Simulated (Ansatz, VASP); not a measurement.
# One calculation of Si, two programs

```xyz
6
Lattice="3.8424 0.0000 0.0000 0.0000 5.4340 0.0000 0.0000 0.0000 19.8424" Properties=species:S:1:pos:R:3 pbc="T T T"
Si    2.8818    0.6318    8.0797
Si    0.9606    4.8022    8.0797
Si    0.9606    3.3838    9.9212
Si    2.8818    2.0502    9.9212
Si    2.8818    0.6318   11.7627
Si    0.9606    4.8022   11.7627
```

Alike in both runs: functional PBEsol; k mesh 7 × 5 × 1; occupations fermi-dirac, width 0.02 eV; no spin polarisation.

Ansatz relaxed the structure, and its values are those at the end. VASP's run is a single point on that final structure, the one shown.

```csv
,VASP,Ansatz
version,VASP 6.6.1,Ansatz 0.2.0
potentials or method,"VASP PAW PBE potentials, release 64 (Si)","PAW with Ansatz's default frozen-core files, scalar-relativistic"
plane-wave cutoff (eV),520,420
valence electrons in the cell,24,24
```

|  | VASP | Ansatz | Ansatz less VASP |
| --- | --- | --- | --- |
| rms of the force components (eV/Å) | 0.004 | 0.000 | -0.0041 |

VASP's potentials were made for PBE, not for PBEsol. Ansatz's warnings: stress scf threshold loose.
